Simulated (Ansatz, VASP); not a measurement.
AlN in VASP and in Ansatz

```
Al N
1.0
     3.06797    0.00000    0.00000
    -1.53398    2.65694    0.00000
     0.00000    0.00000    4.91269
Al N
2 2
Direct
  0.66667 0.33333 0.00000
  0.33333 0.66667 0.50000
  0.66667 0.33333 0.38200
  0.33333 0.66667 0.88200
```

Change from the starting cell: volume scaled by 0.96, ions relaxed.

Alike in both runs: task relaxation of the atoms; functional PBE; k mesh 11 × 11 × 6; occupations fermi-dirac, width 0.02 eV; no spin polarisation.

```csv
,VASP,Ansatz
version,VASP 6.6.1,Ansatz 0.2.0
potentials or method,"VASP PAW PBE potentials, release 64 (Al, N)","plane-wave PAW, scalar-relativistic"
plane-wave cutoff (eV),520,420
valence electrons in the cell,16,16
```

```csv
,VASP,Ansatz,Ansatz less VASP
"gap on the k mesh at the Fermi level, each at its own relaxed structure (eV)",4.58,4.57,-0.013
```

Ansatz's warnings: stress scf threshold loose.

Noted on VASP's run: the relaxation stopped at its first step, so nothing moved.
